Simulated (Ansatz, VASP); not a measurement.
## Two plane-wave programs on Co

```
CELL_PARAMETERS angstrom
2.53837 0.00000 0.00000
-1.26918 2.19829 0.00000
0.00000 0.00000 4.14311
ATOMIC_POSITIONS crystal
Co 0.33333 0.66667 0.25000
Co 0.66667 0.33333 0.75000
```

Change from the starting cell: volume scaled by 1.04, ions relaxed.

Alike in both runs: functional PBE; k mesh 21 × 21 × 11; occupations fermi-dirac, width 0.05 eV; collinear spin.

Ansatz relaxed the structure, and its values are those at the end. VASP's run is a single point on that final structure, the one shown.

|  | VASP | Ansatz |
| --- | --- | --- |
| version | VASP 6.6.1 | Ansatz 0.2.0 |
| potentials or method | VASP PAW PBE potentials, release 64 (Co) | plane-wave PAW, scalar-relativistic |
| plane-wave cutoff (eV) | 520 | 420 |
| valence electrons in the cell | 18 | 34 |

|  | VASP | Ansatz | Ansatz less VASP |
| --- | --- | --- | --- |
| pressure (GPa) | -11.8 | -11.3 | +0.52 |
| net moment per atom (μB) | 1.66 | 1.67 | +0.012 |
| size of the moment on the site where the two differ most (μB) | 1.70 | 1.76 | +0.061 |

Site moments also hang on the region over which each program counts them. VASP's potentials hold 18 valence electrons a cell and Ansatz's 34, so a difference there can come from the potentials and not from the codes. Ansatz's warnings: stress scf threshold loose.
